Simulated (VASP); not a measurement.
The system is MgC2.

```xyz
6
Lattice="3.9508 0.0000 0.0000 0.0000 3.9508 0.0000 0.0000 0.0000 4.9871" Properties=species:S:1:pos:R:3 pbc="T T T"
Mg    1.9754    1.9754    0.0000
Mg    0.0000    0.0000    2.4935
C     3.5069    3.5069    0.0000
C     0.4439    0.4439    0.0000
C     1.5315    2.4192    2.4935
C     2.4192    1.5315    2.4935
```

Base run:

- Program: VASP 6.6.1
- Functional: PBE
- Potentials or basis: VASP PAW PBE potentials, release 64 (Mg, C)
- Cutoff: 600 eV
- k mesh: 7 × 7 × 6
- Occupations: fermi-dirac, width 0.05 eV
- Spin: no spin polarisation

Its results: band gap on the k mesh 2.59 eV (least direct gap 2.96 eV); pressure -0.5 GPa; largest force 0.011 eV/Å.

The run is repeated on the same cell with these changes: k mesh from 7 × 7 × 6 to 4 × 4 × 3. What comes out?

Band gap on the k mesh 2.66 eV (least direct gap 2.96 eV); pressure -0.5 GPa; largest force 0.008 eV/Å.

Caveats: an odd mesh through Γ misses points on the zone boundary, where band edges can lie.
